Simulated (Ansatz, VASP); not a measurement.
AlTl2AuC6N6 in VASP and in Ansatz

```
Al Tl C Au N
1.0
     0.00000    5.60350    5.60350
     5.60350    0.00000    5.60350
     5.60350    5.60350    0.00000
Al Tl C Au N
1 2 6 1 6
Direct
  0.50000 0.50000 0.50000
  0.25000 0.25000 0.25000
  0.75000 0.75000 0.75000
  0.78027 0.21973 0.21973
  0.21973 0.78027 0.21973
  0.21973 0.21973 0.78027
  0.21973 0.78027 0.78027
  0.78027 0.21973 0.78027
  0.78027 0.78027 0.21973
  0.00000 0.00000 0.00000
  0.67560 0.32440 0.32440
  0.32440 0.67560 0.32440
  0.32440 0.32440 0.67560
  0.32440 0.67560 0.67560
  0.67560 0.32440 0.67560
  0.67560 0.67560 0.32440
```

Alike in both runs: functional PBE; k mesh 4 × 4 × 4; occupations gaussian, width 0.02 eV; no spin polarisation.

Ansatz relaxed the structure, and its values are those at the end. VASP's run is a single point on that final structure, the one shown.

|  | VASP | Ansatz |
| --- | --- | --- |
| version | VASP 6.6.1 | Ansatz 0.2.0 |
| potentials or method | VASP PAW PBE potentials, release 64 (Al, Tl_d, C, Au, N), cutoff 520 eV | scalar-relativistic, plane waves, PAW |
| valence electrons in the cell | 94 | 102 |

Ansatz gave:

* gap on the k mesh at the Fermi level (eV): 0.70
* least direct gap on the mesh (eV): 0.70
* pressure (GPa): 0.0
* rms of the force components (eV/Å): 0.001

Q: What did VASP give for the same quantities?

A: gap on the k mesh at the Fermi level (eV): 0.71; least direct gap on the mesh (eV): 0.71; pressure (GPa): 0.3; rms of the force components (eV/Å): 0.196.

One of these differences is far larger than is usual between the two programs; its cause wasn't traced. VASP's potentials hold 94 valence electrons a cell and Ansatz's 102, so a difference there can come from the potentials and not from the codes.

Spin-orbit coupling is off throughout. Noted on VASP's run: the standard files for N, O and F lose accuracy on very short bonds.
